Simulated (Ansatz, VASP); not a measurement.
## Two plane-wave programs on Rb

INCAR

```
ALGO     = Fast           # electronic algorithm
EDIFF    = 1E-6           # SCF threshold, eV
ENCUT    = 520            # plane-wave cutoff, eV
GGA      = PE             # functional
ISIF     = 2              # what is computed and relaxed
ISMEAR   = 0              # smearing method
IVDW     = 12             # dispersion correction
LASPH    = T              # aspherical terms in the spheres
LCHARG   = F              # write CHGCAR
LREAL    = F              # projectors in reciprocal space
LWAVE    = F              # write WAVECAR
NBANDS   = 16             # bands
NELM     = 60             # most SCF steps
PREC     = Accurate       # precision mode
SIGMA    = 0.15           # smearing width, eV
```

File KPOINTS:

```
k-points
0
Gamma
  12 12 6
```

File POSCAR:

```
Rb
1.0
    2.3968776594     -4.1947633111      0.0000000000
    2.3968776594      4.1947633111      0.0000000000
    0.0000000000      0.0000000000      8.7973003376
Rb
2
Direct
    0.8359965595      0.1640034405      0.7500000000
    0.1640034405      0.8359965595      0.2500000000
```

Input for Ansatz:

```yaml
crystal:
  lattice:
    - [2.3968776594, -4.1947633111, 0.0]
    - [2.3968776594, 4.1947633111, 0.0]
    - [0.0, 0.0, 8.7973003376]
  atoms:
    - { symbol: Rb, position: [0.8359965595, 0.1640034405, 0.75] }
    - { symbol: Rb, position: [0.1640034405, 0.8359965595, 0.25] }
basis:
  ecutwfc: 420
kpoints:
  mp_grid: { grid: [12, 12, 6] }
hamiltonian:
  xc: pbe
  dispersion: d3bj
scf:
  occupations: { method: gaussian, width: 0.15 }
output:
  forces: true
  stress: true
  eigenvalues: true
```

Change from the starting cell: volume 88.451 Å^3 an atom, stretch along c over the lengths across it, relative to the relaxed cell 1.1290.

Alike in both runs: task single point; functional PBE; dispersion D3(BJ); k mesh 12 × 12 × 6; occupations gaussian, width 0.15 eV; no spin polarisation.

|  | VASP | Ansatz |
| --- | --- | --- |
| version | VASP 6.6.1 | Ansatz 0.2.0 |
| potentials or method | VASP PAW PBE potentials, release 64 (Rb_sv), cutoff 520 eV | scalar-relativistic, plane waves, PAW |
| valence electrons in the cell | 18 | 18 |

```csv
,VASP,Ansatz,Ansatz less VASP
gap on the k mesh at the Fermi level (eV),none,none,-
pressure (GPa),-0.1,-0.1,0.00
"traceless stress, the component that is largest in VASP (GPa)",-0.35,-0.35,0.000
```

A gap of «none» marks a metal or a gap that the smearing closes.
